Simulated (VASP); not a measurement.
Input of a VASP 6.6.1 run:

File POSCAR:

```
MgO
1.0
    3.3210994004      0.0000000000      0.0000000000
   -1.6605497002      2.8761564492      0.0000000000
    0.0000000000      0.0000000000      5.0847099375
Mg O
2 2
Direct
    0.3333333333      0.6666666667     -0.0095101543
    0.6666666667      0.3333333333      0.4904898457
    0.3333333333      0.6666666667      0.3845101543
    0.6666666667      0.3333333333      0.8845101543
```

INCAR.step1

```
PREC = Accurate
ENCUT = 520
ISMEAR = 0
SIGMA = 0.01
LREAL = False
LASPH = True
NELM = 80
NBANDS = 16
GGA = PE
ALGO = Normal
EDIFF = 1E-4
LWAVE = True
LCHARG = False
```

The input INCAR.step2:

```
PREC = Accurate
ENCUT = 520
EDIFF = 1E-6
ISMEAR = 0
SIGMA = 0.01
LREAL = False
LASPH = True
NELM = 80
ALGO = Normal
ISIF = 2
LWAVE = False
LCHARG = False
METAGGA = R2SCAN
LMIXTAU = True
NBANDS = 16
ISTART = 1
```

File KPOINTS:

```
regular mesh
0
Gamma
  12 12 6
```

Potentials or basis: VASP PAW PBE potentials, release 64 (Mg, O).

Command:

```bash
$ cat potpaw_PBE.64/Mg/POTCAR potpaw_PBE.64/O/POTCAR > POTCAR
$ cp INCAR.step1 INCAR
$ mpirun -np 1 vasp_std > vasp.out
$ cp INCAR.step2 INCAR
$ mpirun -np 1 vasp_std > vasp.out
```

Predict the largest force.

0.003 eV/Å.

Estimate the pressure.

-4.1 GPa.

What does it give for the band gap on the k mesh?

4.04 eV, direct.

Forces on the atoms (eV/Å):
```
Mg   0.000  0.000  0.003
Mg   0.000  0.000  0.003
O    0.000  0.000 -0.003
O    0.000  0.000 -0.003
```

Caveat: the cell differs from its parent crystal (strain +1.0%); the PAW data sets were made with another functional, which shifts forces and pressure a little. A k mesh can miss the band edges.
